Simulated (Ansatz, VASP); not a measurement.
Two plane-wave programs on TiO2

The input POSCAR:

```
TiO2
1.0
    4.5967497006      0.0000000000      0.0000000000
    0.0000000000      4.5967497006      0.0000000000
    0.0000000000      0.0000000000      2.9536714111
Ti O
2 4
Direct
    0.0000000000      0.0000000000      0.0000000000
    0.5000000000      0.5000000000      0.5000000000
    0.3046118012      0.3046118012      0.0000000000
    0.1953881988      0.8046118012      0.5000000000
    0.6953881988      0.6953881988      0.0000000000
    0.8046118012      0.1953881988      0.5000000000
```

INCAR.step1

```
PREC = Accurate ; ENCUT = 520
ISMEAR = 0 ; SIGMA = 0.05
LREAL = F ; LASPH = T
NELM = 100 ; NBANDS = 33
GGA = PE ; ALGO = Normal
EDIFF = 1E-4 ; LWAVE = T
LCHARG = F
```

The input INCAR.step2:

```
PREC = Accurate ; ENCUT = 520
EDIFF = 1E-7 ; ISMEAR = 0
SIGMA = 0.05 ; LREAL = F
LASPH = T ; NELM = 100
ALGO = Normal ; ISIF = 2
LWAVE = F ; LCHARG = T
METAGGA = R2SCAN ; LMIXTAU = T
LELF = T ; LVHAR = T
NBANDS = 33 ; ISTART = 1
```

The input KPOINTS:

```
regular mesh
0
Gamma
  6 6 8
```

Input for Ansatz:

```yaml
crystal:
  lattice:
    - [4.5967496913, 0.0, 0.0]
    - [0.0, 4.5967496913, 0.0]
    - [0.0, 0.0, 2.9536714158]
  atoms:
    - { symbol: Ti, position: [0.0, 0.0, 0.0] }
    - { symbol: Ti, position: [0.5, 0.5, 0.5] }
    - { symbol: O, position: [0.304611801, 0.304611801, 0.0] }
    - { symbol: O, position: [0.195388199, 0.804611801, 0.5] }
    - { symbol: O, position: [0.695388199, 0.695388199, 0.0] }
    - { symbol: O, position: [0.804611801, 0.195388199, 0.5] }
basis:
  ecutwfc: 500
kpoints:
  mp_grid: { grid: [6, 6, 8] }
hamiltonian:
  xc: r2scan
scf:
  occupations: { method: gaussian, width: 0.05 }
output:
  forces: true
  stress: true
  eigenvalues: true
  write_density: true
  write_potential: true
  elf: true
  volumetric_format: npy
```

Alike in both runs: task single point; functional r2SCAN; k mesh 6 × 6 × 8; occupations gaussian, width 0.05 eV; no spin polarisation.

|  | VASP | Ansatz |
| --- | --- | --- |
| version | VASP 6.6.1 | Ansatz 0.2.0 |
| potentials or method | VASP PAW PBE potentials, release 64 (Ti_sv, O), cutoff 520 eV | scalar-relativistic, plane waves, PAW |
| valence electrons in the cell | 48 | 48 |

|  | VASP | Ansatz | Ansatz less VASP |
| --- | --- | --- | --- |
| gap on the k mesh at the Fermi level (eV) | 2.23 | 2.22 | -0.009 |
| least direct gap on the mesh (eV) | 2.23 | 2.22 | -0.009 |
| pressure (GPa) | 1.3 | 0.0 | -1.26 |
| traceless stress, the component that is largest in VASP (GPa) | 0.47 | 0.00 | -0.465 |
| rms of the force components (eV/Å) | 0.016 | 0.000 | -0.0158 |

VASP's potentials were made for PBE, not for r2SCAN. Atom by atom the forces differ by 0.016 eV/Å (rms over components).
